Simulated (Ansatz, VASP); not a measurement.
## Two plane-wave programs on FeO

```
Fe O
1.0
     1.54861    0.89409    2.56899
    -1.54861    0.89409    2.56899
     0.00000   -1.78818    2.56899
Fe O
1 1
Direct
  0.00000 0.00000 0.00000
  0.50000 0.50000 0.50000
```

Alike in both runs: task single point; functional LDA; k mesh 9 × 9 × 9; occupations fermi-dirac, width 0.05 eV; collinear spin.

|  | VASP | Ansatz |
| --- | --- | --- |
| version | VASP 6.6.1 | Ansatz 0.2.0 |
| potentials or method | VASP PAW LDA potentials, release 64 (Fe, O) | Ansatz PAW |
| plane-wave cutoff (eV) | 520 | 420 |
| valence electrons in the cell | 14 | 22 |

|  | VASP | Ansatz | Ansatz less VASP |
| --- | --- | --- | --- |
| gap on the k mesh at the Fermi level (eV) | none | none | - |
| pressure (GPa) | -24.1 | -24.1 | -0.05 |
| traceless stress, the component that is largest in VASP (GPa) | -0.89 | -0.86 | +0.034 |
| net moment per atom (μB) | 2.00 | 2.00 | +0.001 |
| size of the moment on the site where the two differ most (μB) | 3.58 | 3.45 | -0.138 |

LDA's correlation is that of Perdew and Zunger in VASP and of Perdew and Wang (1992) in Ansatz. Site moments also hang on the region over which each program counts them. A gap of «none» marks a metal or a gap that the smearing closes. VASP's potentials hold 14 valence electrons a cell and Ansatz's 22, so a difference there can come from the potentials and not from the codes.
